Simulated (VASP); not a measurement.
# C (a cell with a defect) in VASP: further runs, part 2 of 2

VASP 6.6.1. Earlier steps stand in the parts before.

### 3 Single point, PBEsol

INCAR reads:

```
PREC     = Accurate       # precision mode
ENCUT    = 520            # plane-wave cutoff, eV
EDIFF    = 1E-6           # SCF threshold, eV
ISMEAR   = 0              # smearing method
SIGMA    = 0.05           # smearing width, eV
LREAL    = Auto         
LASPH    = True           # aspherical terms in the spheres
NELM     = 120            # most SCF steps
ALGO     = Normal         # electronic algorithm
ISIF     = 2              # what is computed and relaxed
LWAVE    = False          # write WAVECAR
LCHARG   = False          # write CHGCAR
GGA      = PS             # functional
NELECT   = 254.0        
NBANDS   = 163            # bands
GGA_COMPAT= False
```

KPOINTS reads:

```
Automatic mesh
0
Gamma
  2 2 2
```

POSCAR reads:

```
C
1.0
    7.1400000000      0.0000000000      0.0000000000
    0.0000000000      7.1400000000      0.0000000000
    0.0000000000      0.0000000000      7.1400000000
C
63
Direct
    0.5011684874     -0.0004806723     -0.0000219888
    0.6264302521      0.1254424370      0.1247753501
    0.7507784314      0.2498278711      0.0002200280
    0.8751654062      0.3742207283      0.1247712885
    0.7485641457     -0.0036698880      0.2521424370
    0.8745831933      0.1223554622      0.3764448179
    0.0003857143     -0.0004789916      0.0004773109
    0.1253477591      0.1245260504      0.1256626050
    0.2507749300      0.2498414566      0.0002287115
    0.3762235294      0.3751464986      0.1256675070
    0.5011789916      0.5001686275      0.0004708683
    0.6260675070      0.6253453782      0.1258158263
    0.7507822129      0.7498323529      0.0002383754
    0.8755067227      0.8743302521      0.1258046218
    0.2505366947     -0.0005018207      0.2506263305
    0.3753564426      0.1254298319      0.3758654062
    0.5016392157      0.2506670868      0.2510663866
    0.6270275910      0.3772724090      0.3764352941
    0.7530047619      0.5033179272      0.2521721289
    0.8859148459      0.6207974790      0.3651102241
    0.5027204482     -0.0036893557      0.4979927171
    0.6270205882      0.1223733894      0.6240099440
    0.7507809524      0.2498137255      0.5002222689
    0.8745610644      0.3772845938      0.6239852941
    0.7530221289     -0.0036700280      0.7482918768
    0.8751373950      0.1254028011      0.8756484594
    0.0003873950      0.5001478992     -0.0000341737
    0.1272414566      0.6256721289      0.1237633053
    0.2507725490      0.7498564426      0.0002071429
    0.3743598039      0.8740032213      0.1237978992
   -0.0000610644      0.2489892157      0.2510722689
    0.1262334734      0.3742294118      0.3758518207
    0.2510387955      0.5001624650      0.2505908964
    0.3763802521      0.6253280112      0.3754801120
    0.5007882353      0.7514159664      0.2502431373
    0.6156841737      0.8788857143      0.3651082633
   -0.0011253501     -0.0036628852      0.5024333333
    0.1262264706      0.1254184874      0.6245676471
    0.2508109244      0.2498302521      0.5001952381
    0.3753565826      0.3742383754      0.6245738095
    0.5027179272      0.5032966387      0.5024267507
    0.6156997199      0.6207906162      0.6352805322
    0.8858943978      0.8788082633      0.6352780112
    0.2510364146     -0.0004679272      0.7498303922
    0.3762155462      0.1245481793      0.8747900560
    0.5016303922      0.2489969188      0.7493701681
    0.6264298319      0.3742551821      0.8756697479
    0.7485873950      0.5033075630      0.7482806723
    0.8755291317      0.6253352941      0.8746313725
    0.0007620448      0.7482138655      0.2502435574
    0.1252183473      0.8743204482      0.3754890756
   -0.0011113445      0.5033019608      0.4979936975
    0.1252134454      0.6253294118      0.6249512605
    0.2507922969      0.7498343137      0.5002331933
    0.3763670868      0.8743500000      0.6249378151
   -0.0000565826      0.2506712885      0.7493581232
    0.1253504202      0.3751316527      0.8747809524
    0.2505448179      0.5001677871      0.7498211485
    0.3743473389      0.6256971989      0.8766588235
    0.5008309524      0.7482319328      0.7501687675
    0.6260515406      0.8743462185      0.8746443978
    0.0007980392      0.7514231092      0.7502408964
    0.1272215686      0.8740011204      0.8766455182
```

Potentials or basis: VASP PAW PBE potentials, release 64 (C).

Command:

```console
cat potpaw_PBE.64/C/POTCAR > POTCAR
mpirun -np 1 vasp_std > vasp.out
```

OUTCAR:

```text
PREC = Accurate
   ENCUT = 520
   EDIFF = 1E-6
   ISMEAR = 0
   LREAL = Auto
   LASPH = True
   NELM = 120
   ISIF = 2
   GGA = PS
   NELECT = 254.0

 ion  position               nearest neighbor table
   1  0.501  1.000  1.000-  45 1.55  61 1.55   2 1.55  30 1.55
   2  0.626  0.125  0.125-   3 1.54   1 1.55  17 1.55   5 1.56
   3  0.751  0.250  0.000-   2 1.54  47 1.54   4 1.54  26 1.54
   4  0.875  0.374  0.125-   3 1.54  27 1.55  31 1.55  19 1.56
   5  0.749  0.996  0.252-  36 1.50  14 1.55   6 1.55   2 1.56
   6  0.875  0.122  0.376-  23 1.55  37 1.55   5 1.55  31 1.56
[... 55 lines left out ...]
  62  0.001  0.751  0.750-  43 1.47  63 1.55  49 1.55  53 1.55
  63  0.127  0.874  0.877-  29 1.53  62 1.55  44 1.55   7 1.55

  LATTYP: Found a simple cubic cell.
 ALAT       =     7.1400000000

  Lattice vectors:

 A1 = (   7.1400000000,   0.0000000000,   0.0000000000)
 A2 = (   0.0000000000,   7.1400000000,   0.0000000000)
 A3 = (   0.0000000000,   0.0000000000,   7.1400000000)

Analysis of symmetry for initial positions (statically):
=====================================================================
[... 284 lines left out ...]

 k-point     1 :       0.0000    0.0000    0.0000
  band No.  band energies     occupation
      1     -12.1140      2.00000
      2      -9.9386      2.00000
      3      -9.9235      2.00000
      4      -9.8463      2.00000
      5      -9.8459      2.00000
      6      -9.8400      2.00000
[... 1125 lines left out ...]
    138      15.1962      0.00000
    139      15.2039      0.00000
 [bands above 139 left out]

------------------------ aborting loop because EDIFF is reached ----------------------------------------

  FORCE on cell =-STRESS in cart. coord.  units (eV):
  Direction    XX          YY          ZZ          XY          YZ          ZX
  --------------------------------------------------------------------------------------
  -------------------------------------------------------------------------------------
  Total       22.6317240     11.4705386     22.6031739     -0.0198466     -0.0407283      0.0007905
  in kB       99.6170291     50.4893475     99.4913613     -0.0873578     -0.1792717      0.0034796
  external PRESSURE =      83.1992459 kB  Pullay stress =       0.0000000 kB

 VOLUME and BASIS-vectors are now :
 -----------------------------------------------------------------------------
  energy-cutoff  :      520.00
  volume of cell :      363.99
      direct lattice vectors                 reciprocal lattice vectors
     7.140000000  0.000000000  0.000000000     0.140056022  0.000000000  0.000000000
     0.000000000  7.140000000  0.000000000     0.000000000  0.140056022  0.000000000
     0.000000000  0.000000000  7.140000000     0.000000000  0.000000000  0.140056022

 POSITION                                       TOTAL-FORCE (eV/Angst)
 -----------------------------------------------------------------------------------
      3.57834      7.13657      7.13984        -0.007234     -0.000433     -0.002252
      4.47271      0.89566      0.89090         0.000426     -0.016293      0.008644
      5.36056      1.78377      0.00157         0.006528      0.000313     -0.002990
      6.24868      2.67194      0.89087        -0.012050      0.019305      0.008385
      5.34475      7.11380      1.80030         0.012071     -0.004646      0.000860
      6.24452      0.87362      2.68782         0.004394      0.002471      0.001786
[... 55 lines left out ...]
      0.00570      5.36516      5.35672        -0.009528     -0.016280     -0.015515
      0.90836      6.24037      6.25925        -0.000234      0.005538      0.006086
 -----------------------------------------------------------------------------------
    total drift:                               -0.074609      0.014133     -0.028482

  FREE ENERGIE OF THE ION-ELECTRON SYSTEM (eV)
  ---------------------------------------------------
  free  energy   TOTEN  =      -576.8069794829 eV

  energy  without entropy=     -576.7983408423  energy(sigma->0) =     -576.80266016
```

stdout:

```text
POSCAR found type information on POSCAR C
 POSCAR found :  1 types and      63 ions
 scaLAPACK will be used
 -----------------------------------------------------------------------------
|                                                                             |
|                                                                             |
|     You enforced a specific xc type in the INCAR file but a different       |
|     I HOPE YOU KNOW WHAT YOU ARE DOING!                                     |
|                                                                             |
 -----------------------------------------------------------------------------

 LDA part: xc-table for (Slater+PW92), standard interpolation
 POSCAR, INCAR and KPOINTS ok, starting setup
 FFT: planning ... GRIDC
 FFT: planning ... GRID_SOFT
 FFT: planning ... GRID
 WAVECAR not read
 entering main loop
 the old and the new charge density differ
 old charge density:   252.00000 new  254.00000
    0.317E+01
```

Wall time 27 min (1 thread of Oxide Virtual Turin-like, shared host); peak memory 0.53 GiB.

Results:

```yaml
Free_energy: -576.8070 eV
Largest_force: 0.048 eV/Å
```

Forces on the atoms (eV/Å):
```
C   -0.007  0.000 -0.002
C    0.000 -0.016  0.009
C    0.007  0.000 -0.003
C   -0.012  0.019  0.008
C    0.012 -0.005  0.001
C    0.004  0.002  0.002
C   -0.002 -0.004 -0.004
C    0.000  0.008 -0.011
C    0.006 -0.001 -0.002
C   -0.006 -0.003 -0.017
C   -0.009  0.003 -0.001
C   -0.013 -0.007 -0.002
C    0.004  0.000 -0.007
C    0.004  0.007 -0.004
C    0.003  0.005 -0.001
C    0.012 -0.020  0.005
C    0.005  0.008  0.009
C   -0.009  0.004  0.003
C   -0.007  0.007 -0.012
C   -0.035 -0.011  0.031
C    0.009  0.012  0.006
C   -0.008 -0.007 -0.003
C    0.008  0.000 -0.002
C    0.015 -0.003  0.000
C   -0.013 -0.006  0.000
C   -0.001 -0.009 -0.009
C   -0.005 -0.001  0.001
C   -0.008 -0.004  0.004
C    0.009 -0.003  0.002
C    0.000  0.001  0.002
C    0.001 -0.009  0.004
C   -0.011  0.016  0.004
C    0.003 -0.002  0.007
C   -0.003 -0.012  0.006
C    0.012 -0.011  0.006
C    0.025 -0.009  0.020
C   -0.003 -0.003  0.000
C   -0.010 -0.011 -0.003
C   -0.001 -0.002  0.005
C    0.007  0.016 -0.008
C    0.010  0.003 -0.003
C    0.032  0.002 -0.016
C   -0.031  0.007 -0.016
C    0.004 -0.004 -0.001
C   -0.004 -0.003  0.013
C    0.007 -0.010 -0.002
C    0.002  0.010 -0.013
C    0.003  0.014 -0.001
C    0.000 -0.009  0.009
C    0.001  0.024  0.003
C   -0.009  0.009 -0.004
C   -0.004  0.004  0.007
C   -0.003 -0.007  0.003
C    0.003 -0.003 -0.005
C    0.000  0.003  0.001
C   -0.002  0.008 -0.006
C    0.002 -0.001  0.006
C    0.006  0.000  0.002
C    0.010 -0.007 -0.005
C    0.000  0.019  0.003
C   -0.003  0.001 -0.005
C   -0.010 -0.016 -0.016
C    0.000  0.006  0.006
```

Levels at points of the mesh, in eV from the Fermi level:
```tsv
k point	band 123	band 124	band 125	band 126	band 127	band 128	band 129	band 130	band 131	band 132
(0.00, 0.00, 0.00)	-2.93	-2.88	-2.88	0.06	0.06	0.23	1.79	1.85	1.92	1.92
(0.50, 0.00, 0.00)	-4.19	-4.14	-2.94	-0.50	-0.15	0.05	1.66	1.66	2.63	3.08
(0.00, 0.50, 0.00)	-4.20	-4.20	-2.94	-0.30	-0.16	-0.16	1.69	1.69	2.64	3.13
(0.00, 0.00, 0.50)	-4.19	-4.14	-2.94	-0.50	-0.15	0.05	1.66	1.66	2.63	3.08
(0.50, 0.50, 0.00)	-3.26	-3.23	-3.11	-0.61	-0.09	0.10	3.01	3.02	3.16	3.32
(0.00, 0.50, 0.50)	-3.26	-3.23	-3.11	-0.61	-0.09	0.10	3.01	3.02	3.16	3.32
(0.50, 0.00, 0.50)	-3.25	-3.15	-3.11	-0.43	-0.10	-0.10	3.03	3.03	3.19	3.34
(0.50, 0.50, 0.50)	-4.19	-4.12	-3.81	-0.04	-0.04	0.13	3.30	3.31	3.32	3.32
```

Caveat: the k points lie up to 0.44 Å⁻¹ apart; the cell carries a net charge on a neutralising background, which shifts energy and pressure; the cell is charged against a uniform background, so pressure and absolute levels hang on convention; the PAW data sets were made with another functional, which shifts forces and pressure a little.
